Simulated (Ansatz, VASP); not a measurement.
Ga3S2 in VASP and in Ansatz

```
Ga S
1.0
     4.92988    0.00000    0.00000
     0.00000    4.92988    0.00000
     0.00000    0.00000    4.92988
Ga S
3 2
Cartesian
  0.0000 2.4649 2.4649
  2.4649 0.0000 2.4649
  2.4649 2.4649 0.0000
  2.4649 2.4649 2.4649
  0.0000 0.0000 0.0000
```

Alike in both runs: task relaxation of cell and atoms; functional PBE; k mesh 8 × 8 × 8; occupations gaussian, width 0.1 eV; no spin polarisation.

|  | VASP | Ansatz |
| --- | --- | --- |
| version | VASP 6.6.1 | Ansatz 0.2.0 |
| potentials or method | VASP PAW PBE potentials, release 64 (Ga_d, S), cutoff 600 eV | scalar-relativistic, plane waves, PAW |
| valence electrons in the cell | 51 | 51 |

|  | VASP | Ansatz | Ansatz less VASP |
| --- | --- | --- | --- |
| gap on the k mesh at the Fermi level, each at its own relaxed structure (eV) | none | none | - |
| relaxed volume (Å³/atom) | 25.52 | 25.51 | -0.003 |
| relaxed cell length with the largest relative difference (Å) | 5.034 | 5.034 | -0.0002 |

A gap of «none» marks a metal or a gap that the smearing closes.
